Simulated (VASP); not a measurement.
# Au in VASP: a series of runs, part 2 of 2

VASP 6.6.1. Earlier steps stand in the parts before.

### Step 3. Single point, LDA (16.93 Å³/atom)

This run uses another cell than the first one, of 16.93 Å³/atom.

Input file INCAR:

```
PREC     = Accurate       # precision mode
ENCUT    = 520            # plane-wave cutoff, eV
EDIFF    = 1E-6           # SCF threshold, eV
ISMEAR   = -1             # smearing method
SIGMA    = 0.15           # smearing width, eV
LREAL    = False          # projectors in reciprocal space
LASPH    = True           # aspherical terms in the spheres
NELM     = 80             # most SCF steps
ALGO     = Fast           # electronic algorithm
ISIF     = 2              # what is computed and relaxed
LWAVE    = False          # write WAVECAR
LCHARG   = True           # write CHGCAR
GGA      = CA             # functional
LELF     = True           # ELF
LVHAR    = True         
NBANDS   = 18             # bands
```

Input file KPOINTS:

```
regular mesh
0
Gamma
  18 18 10
```

Input file POSCAR:

```
Au
1.0
    1.4267588077     -2.4714546665      0.0000000000
    1.4267588077      2.4714546665      0.0000000000
    0.0000000000      0.0000000000      4.8005087280
Au
2
Direct
    0.6666433043      0.3333566957      0.2500000000
    0.3333566957      0.6666433043      0.7500000000
```

Potentials or basis: VASP PAW LDA potentials, release 64 (Au).

Command:

```console
$ cat potpaw_LDA.64/Au/POTCAR > POTCAR
$ mpirun -np 1 vasp_std > vasp.out
```

OUTCAR:

```text
PREC = Accurate
   ENCUT = 520
   EDIFF = 1E-6
   ISMEAR = -1
   LREAL = False
   LASPH = True
   NELM = 80
   ISIF = 2
   GGA = CA

 ion  position               nearest neighbor table
   1  0.667  0.333  0.250-   2 2.91   2 2.91   2 2.91   2 2.91   2 2.91   2 2.91
   2  0.333  0.667  0.750-   1 2.91   1 2.91   1 2.91   1 2.91   1 2.91   1 2.91

  LATTYP: Found a base centered orthorhombic cell.
 ALAT       =     2.8535176154
 B/A-ratio  =     1.7322161624
 C/A-ratio  =     1.6823126313

  Lattice vectors:

 A1 = (   1.4267588077,  -2.4714546665,   0.0000000000)
 A2 = (   1.4267588077,   2.4714546665,   0.0000000000)
 A3 = (   0.0000000000,   0.0000000000,   4.8005087280)

Analysis of symmetry for initial positions (statically):
=====================================================================
 Subroutine PRICEL returns:
 Original cell was already a primitive cell.

 Routine SETGRP: Setting up the symmetry group for a
 base centered orthorhombic supercell.

 Subroutine GETGRP returns: Found  8 space group operations
 (whereof  4 operations were pure point group operations)
 out of a pool of  8 trial point group operations.

The static configuration has the point symmetry C_2h.
 The point group associated with its full space group is D_2h.

Analysis of symmetry for dynamics (positions and initial velocities):
=====================================================================
 Subroutine PRICEL returns:
 Original cell was already a primitive cell.

 Routine SETGRP: Setting up the symmetry group for a
 base centered orthorhombic supercell.

 Subroutine GETGRP returns: Found  8 space group operations
 (whereof  4 operations were pure point group operations)
 out of a pool of  8 trial point group operations.

The dynamic configuration has the point symmetry C_2h.
 The point group associated with its full space group is D_2h.

 Subroutine INISYM returns: Found  8 space group operations
 (whereof  4 operations are pure point group operations),
 and found     1 'primitive' translations

[... 112 lines left out ...]
   IMIX   =      4    mixing-type and parameters
     AMIX     =   0.40;   BMIX     =  1.00
     AMIX_MAG =   1.60;   BMIX_MAG =  1.00
  volume/ion in A,a.u.               =      16.93       114.23
  Fermi-wavevector in a.u.,A,eV,Ry     =   1.417998  2.679627 27.357477  2.010718
  Thomas-Fermi vector in A             =   2.539169
   LORBIT       =      0    0 simple, 1 ext, 2 COOP (PROOUT), +10 PAW based schemes
   GGA     = CA    functional components
   LHFCALC =     F    Hartree Fock is set to
   AEXX    =    0.0000 exact exchange contribution
   IVDW    =     0    specifies the selected vdW correction
   LEPSILON=     F    determine dielectric tensor
   LRPA    =     F    only Hartree local field effects (RPA)
 non-spin polarized calculation
 RMM-DIIS sequential band-by-band and
  energy-cutoff  :      520.00
  volume of cell :       33.85
 maximum number of plane-waves:       930
 NGX is ok and might be reduce to    24
   NGX = 11   NGY = 11   NGZ = 17

 number of electron      22.0000002 magnetization

 Free energy of the ion-electron system (eV)
  ---------------------------------------------------
  ext. energy  EPLUGINS =         0.00000000
  ---------------------------------------------------
  free energy    TOTEN  =        -8.89172356 eV

  energy without entropy =       -8.84476320  energy(sigma->0) =       -8.86824338

 E-fermi :   9.3652     XC(G=0): -13.0220

 val. band max:        9.3601295732   @ k =   0.4444   0.0556   0.2000
 cond. band min:       9.3767699869   @ k =   0.5000   0.2222   0.2000
 fundamental gap:      0.0166404137
 Fermi energy:         9.3651992853

 k-point     1 :       0.0000    0.0000    0.0000
  band No.  band energies     occupation
      1      -0.5886      2.00000
      2       1.8828      2.00000
      3       4.4540      2.00000
      4       4.7517      2.00000
      5       4.7531      2.00000
      6       5.0682      2.00000
[... 481 lines left out ...]
      5       4.6701      2.00000
      6       5.2550      2.00000
[... 10 lines left out ...]
     17      26.5132      0.00000
     18      26.5193      0.00000

 [... further k-points ...]

------------------------ aborting loop because EDIFF is reached ----------------------------------------

  FORCE on cell =-STRESS in cart. coord.  units (eV):
  Direction    XX          YY          ZZ          XY          YZ          ZX
  --------------------------------------------------------------------------------------
  -------------------------------------------------------------------------------------
  Total       -0.6282076     -0.6288323     -0.6666870      0.0000000      0.0000000      0.0000000
  in kB      -29.7298892    -29.7594544    -31.5509247      0.0000000      0.0000000      0.0000000
  external PRESSURE =     -30.3467561 kB  Pullay stress =       0.0000000 kB

 VOLUME and BASIS-vectors are now :
 -----------------------------------------------------------------------------
  energy-cutoff  :      520.00
  volume of cell :       33.85
      direct lattice vectors                 reciprocal lattice vectors
     1.426758808 -2.471454667  0.000000000     0.350444656 -0.202310003  0.000000000
     1.426758808  2.471454667  0.000000000     0.350444656  0.202310003  0.000000000
     0.000000000  0.000000000  4.800508728     0.000000000  0.000000000  0.208311255

 POSITION                                       TOTAL-FORCE (eV/Angst)
 -----------------------------------------------------------------------------------
      1.42676     -0.82370      1.20013         0.000000     -0.000056      0.000000
      1.42676      0.82370      3.60038         0.000000      0.000056     -0.000000
 -----------------------------------------------------------------------------------
    total drift:                               -0.000000     -0.000000      0.000000

  FREE ENERGIE OF THE ION-ELECTRON SYSTEM (eV)
  ---------------------------------------------------
  free  energy   TOTEN  =        -8.8917235649 eV

  energy  without entropy=       -8.8447632028  energy(sigma->0) =       -8.86824338
```

stdout:

```text
POSCAR found type information on POSCAR Au
 POSCAR found :  1 types and       2 ions
 scaLAPACK will be used
 LDA part: xc-table for (Slater(with rela. corr.)+CA(PZ))
 , standard interpolation
 POSCAR, INCAR and KPOINTS ok, starting setup
 FFT: planning ... GRIDC
 FFT: planning ... GRID_SOFT
 FFT: planning ... GRID
 WAVECAR not read
 entering main loop
```

Wall time 2.7 min (1 thread of Intel Xeon Platinum 8259CL at 2.50GHz (Skylake/Cascade Lake), shared host); peak memory 0.36 GiB.

What came out:

| Quantity | Value |
| --- | --- |
| Free energy | -8.8917 eV |
| Pressure | -3.0 GPa |
| Band gap on the k mesh | zero (bands 11 and 12 overlap by 6.98 eV) |

Stress tensor (GPa, compression positive):
```
-2.97  0.00  0.00
 0.00 -2.98  0.00
 0.00  0.00 -3.16
```

Caveat: the cell stands under tension; spin-orbit coupling is left out, which moves the levels of the heavy elements.
